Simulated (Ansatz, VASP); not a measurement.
## Co in VASP and in Ansatz

Contents of INCAR:

```
SYSTEM = Co
PREC = Accurate ; ENCUT = 600
EDIFF = 1E-7 ; ISMEAR = 0
SIGMA = 0.05 ; LREAL = .False.
LASPH = .True. ; NELM = 150
ALGO = Normal ; ISIF = 3
LWAVE = .False. ; LCHARG = .False.
ISPIN = 2 ; MAGMOM = 1.72 1.72
LORBIT = 11 ; LMAXMIX = 4
GGA = CA ; IBRION = 2
NSW = 50 ; EDIFFG = -0.01
```

KPOINTS

```
Automatic mesh
0
Gamma
  20 20 12
  0 0 0
```

POSCAR

```
Co
1.0
    2.4294651523      0.0000000000      0.0000000000
   -1.2147325761      2.1039785395      0.0000000000
    0.0000000000      0.0000000000      3.9179744593
Co
2
Direct
    0.3333333333      0.6666666667      0.2500000000
    0.6666666667      0.3333333333      0.7500000000
```

Input for Ansatz:

```yaml
crystal:
  lattice:
    - [2.4294651523, 0.0, 0.0]
    - [-1.2147325761, 2.1039785395, 0.0]
    - [0.0, 0.0, 3.9179744593]
  atoms:
    - { symbol: Co, position: [0.3333333333, 0.6666666667, 0.25], spin: 1.72 }
    - { symbol: Co, position: [0.6666666667, 0.3333333333, 0.75], spin: 1.72 }
basis:
  ecutwfc: 420
  ecutrho_ratio: 4
kpoints:
  mp_grid: { grid: [20, 20, 12] }
hamiltonian:
  xc: lda
scf:
  occupations: { method: gaussian, width: 0.05 }
output:
  forces: true
  stress: true
  eigenvalues: true
  populations: true
magnetization:
  spin_polarized: true
relax:
  f_tol: 0.01
  max_steps: 30
  cell: { stress_tol: 0.04 }
```

Alike in both runs: task relaxation of cell and atoms; functional LDA; k mesh 20 × 20 × 12; occupations gaussian, width 0.05 eV; collinear spin.

|  | VASP | Ansatz |
| --- | --- | --- |
| version | VASP 6.6.1 | Ansatz 0.2.0 |
| potentials or method | VASP PAW LDA potentials, release 64 (Co), cutoff 600 eV | scalar-relativistic, plane waves, PAW |
| valence electrons in the cell | 18 | 34 |

```tsv
	VASP	Ansatz	Ansatz less VASP
gap on the k mesh at the Fermi level, each at its own relaxed structure (eV)	none	none	-
net moment per atom (μB)	1.49	1.52	+0.034
size of the moment on the site where the two differ most (μB)	1.48	1.57	+0.085
relaxed volume (Å³/atom)	9.96	10.01	+0.050
relaxed cell length with the largest relative difference (Å)	3.911	3.918	+0.0074
```

LDA's correlation is that of Perdew and Zunger in VASP and of Perdew and Wang (1992) in Ansatz. Site moments also hang on the region over which each program counts them. A gap of «none» marks a metal or a gap that the smearing closes. VASP's potentials hold 18 valence electrons a cell and Ansatz's 34, so a difference there can come from the potentials and not from the codes.
